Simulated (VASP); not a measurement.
Ir: relaxation of cell and atoms with r2SCAN

Ir:

```
CELL_PARAMETERS angstrom
0.00000 1.89553 1.89553
1.89553 0.00000 1.89553
1.89553 1.89553 0.00000
ATOMIC_POSITIONS crystal
Ir 0.00000 0.00000 0.00000
```

```
Program                : VASP 6.6.1
Task                   : relaxation of cell and atoms
Functional             : r2SCAN
Potentials or basis    : VASP PAW PBE potentials, release 64 (Ir)
Cutoff                 : 600 eV
k mesh                 : 8 × 8 × 8
Occupations            : methfessel-paxton, width 0.01 eV
Spin                   : no spin polarisation
Dipole correction      : no
Further INCAR settings : ALGO = Normal; EDIFF = 1e-06; IBRION = 2; EDIFFG = -0.01; NSW = 60; ISIF = 3
```

```
Relaxed volume                         : 14.35 Å³/atom
Relaxed cell                           : a = 2.728 Å, b = 2.728 Å, c = 2.728 Å, α = 60.00°, β = 60.00°, γ = 60.00°
Space group after relaxing (to 0.05 Å) : Fm-3m (No. 225)
Energy gained by relaxing              : 47.9 meV/atom
Ionic steps                            : 17
Pressure after relaxing                : 0.0 GPa
```

Step by step:
```csv
step,energy change (eV),largest force (eV/Å),pressure (GPa),volume (Å³)
1,0.0000,0.0000,22.27,13.62
2,0.5473,0.0000,-45.57,17.71
3,-0.0473,0.0000,-2.01,14.43
4,-0.0478,0.0000,-0.17,14.36
5,-0.0478,0.0000,0.21,14.34
6,-0.0478,0.0000,0.22,14.34
7,-0.0478,0.0000,0.21,14.34
8,-0.0478,0.0000,0.19,14.34
9,-0.0478,0.0000,0.19,14.34
10,-0.0478,0.0000,0.19,14.34
11,-0.0478,0.0000,0.19,14.34
12,-0.0478,0.0000,0.18,14.34
13,-0.0478,0.0000,0.18,14.34
14,-0.0479,0.0000,0.17,14.34
15,-0.0479,0.0000,0.16,14.34
16,-0.0479,0.0000,0.14,14.35
17,-0.0479,0.0000,-0.02,14.35
```

Final structure:
```xyz
1
Lattice="0.0000 1.9287 1.9287 1.9287 0.0000 1.9287 1.9287 1.9287 0.0000" Properties=species:S:1:pos:R:3 pbc="T T T"
Ir    0.0000    0.0000    0.0000
```

Levels at points of the mesh, in eV from the Fermi level:
```
           k point  band 2  band 3  band 4  band 5  band 6  band 7
(0.00, 0.00, 0.00)   -4.01   -4.01   -4.01   -1.37   -1.37   15.00
(0.50, 0.00, 0.00)   -4.17   -4.17   -0.77    0.81    0.81    7.41
(0.50, 0.50, 0.00)   -7.57    0.71    1.43    1.43    1.67   10.77
```

Wall time 100 s on 1 thread of AMD EPYC 9R45 96-Core Processor (Zen 5), on a shared host, peak memory 0.13 GiB.

Caveat: the PAW data sets were made with another functional, which shifts forces and pressure a little; spin-orbit coupling is left out, which moves the levels of the heavy elements. Zero-point motion and thermal expansion aren't in these numbers.
